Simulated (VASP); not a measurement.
Write the native input for VASP 6.6.1 that does the following.

* Task: single point
* Functional: PBE
* Potentials or basis: VASP PAW PBE potentials, release 64 (Zn, In_d, Ga_d, O)
* Cutoff: 600 eV
* k mesh: 12 × 12 × 12
* Occupations: gaussian, width 0.05 eV
* Spin: no spin polarisation
* Dipole correction: no
* Further INCAR settings: ALGO = Normal; EDIFF = 1e-06; NBANDS = 40

The structure of ZnInGaO4 lies in POSCAR:

```
ZnInGaO4
1.0
    1.6780870783      0.9688440264      8.7037738410
   -1.6780870783      0.9688440264      8.7037738410
    0.0000000000     -1.9376880527      8.7037738410
Zn In Ga O
1 1 1 4
Direct
    0.2188058432      0.2188058432      0.2188058432
    0.0030766890      0.0030766890      0.0030766890
    0.7870516785      0.7870516785      0.7870516785
    0.2952710206      0.2952710206      0.2952710206
    0.7112323881      0.7112323881      0.7112323881
    0.1210362605      0.1210362605      0.1210362605
    0.8635271202      0.8635271202      0.8635271202
```

The input as run:

INCAR

```
SYSTEM = ZnInGaO4
PREC = Accurate
ENCUT = 600
EDIFF = 1E-6
ISMEAR = 0
SIGMA = 0.05
LREAL = .False.
LASPH = .True.
NELM = 120
ALGO = Normal
ISIF = 2
LWAVE = .False.
LCHARG = .False.
GGA = PE
NBANDS = 40
GGA_COMPAT = .False.
```

KPOINTS

```
regular mesh
0
Gamma
  12 12 12
  0 0 0
```

Potentials or basis: VASP PAW PBE potentials, release 64 (Zn, In_d, Ga_d, O).

Launch:

```bash
$ cat potpaw_PBE.64/Zn/POTCAR potpaw_PBE.64/In_d/POTCAR potpaw_PBE.64/Ga_d/POTCAR potpaw_PBE.64/O/POTCAR > POTCAR
$ mpirun -np 1 vasp_std > vasp.out
```

It gave:

```yaml
Pressure: 0.4 GPa
Largest_force: 0.017 eV/Å
Band_gap_on_the_k_mesh: 1.10 eV
```

Caveat: spin-orbit coupling is left out, which moves the levels of the heavy elements.

Wall time 75 min on 1 thread of Intel(R) Xeon(R) Platinum 8488C (Sapphire Rapids), with other jobs on the host, peak memory 1.3 GiB.
